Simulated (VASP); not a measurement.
Set up this calculation in VASP 6.6.1, as the native input.

* Task: electric field gradients
* Functional: LDA
* Potentials or basis: VASP PAW LDA potentials, release 64 (Cu, I)
* Cutoff: 520 eV
* k mesh: 5 × 5 × 6
* Occupations: fermi-dirac, width 0.02 eV
* Spin: no spin polarisation
* Dipole correction: no
* Further INCAR settings: ALGO = Normal; EDIFF = 1e-08; NBANDS = 26

The structure of CuI lies in POSCAR:

```
CuI
1.0
    3.7704992659     -3.7481972337      0.0000000000
    3.7704992659      3.7481972337      0.0000000000
    0.0000000000      0.0000000000      4.3069976700
Cu I
2 2
Direct
    0.4204388300      0.5795611700      0.7500000000
    0.5795611700      0.4204388300      0.2500000000
    0.7700426800      0.2299573200      0.7500000000
    0.2299573200      0.7700426800      0.2500000000
```

This cell differs from its parent crystal: equal xx and yy strain of +1 %.

One way to write it, as run:

INCAR

```
PREC = Accurate
ENCUT = 520
EDIFF = 1E-8
ISMEAR = -1
SIGMA = 0.02
LREAL = False
LASPH = True
NELM = 80
ALGO = Normal
ISIF = 2
LWAVE = False
LCHARG = False
GGA = CA
LEFG = True
NBANDS = 26
```

KPOINTS

```
Automatic mesh
0
Gamma
  5 5 6
```

Potentials or basis: VASP PAW LDA potentials, release 64 (Cu, I).

Launch:

```console
$ cat potpaw_LDA.64/Cu/POTCAR potpaw_LDA.64/I/POTCAR > POTCAR
$ mpirun -np 1 vasp_std > vasp.out
```

It gave:

```
Pressure                                : -3.4 GPa
Largest force                           : 0.531 eV/Å
Band gap on the k mesh                  : 0.86 eV
Largest electric field gradient by atom : Cu +55.3; I -418.5 V/Å²
```

Caveat: the cell differs from its parent crystal (equal xx and yy strain of +1 %); the cell stands under tension; without QUAD_EFG the Cq values of the log hold for a quadrupole moment of 1 mb, not for the nuclei; spin-orbit coupling is left out, which moves the levels of the heavy elements; an odd mesh through Γ misses points on the zone boundary, where band edges can lie.

Wall time 3.2 min on 1 thread of AMD EPYC 7R13, on a shared host, peak memory 0.21 GiB.
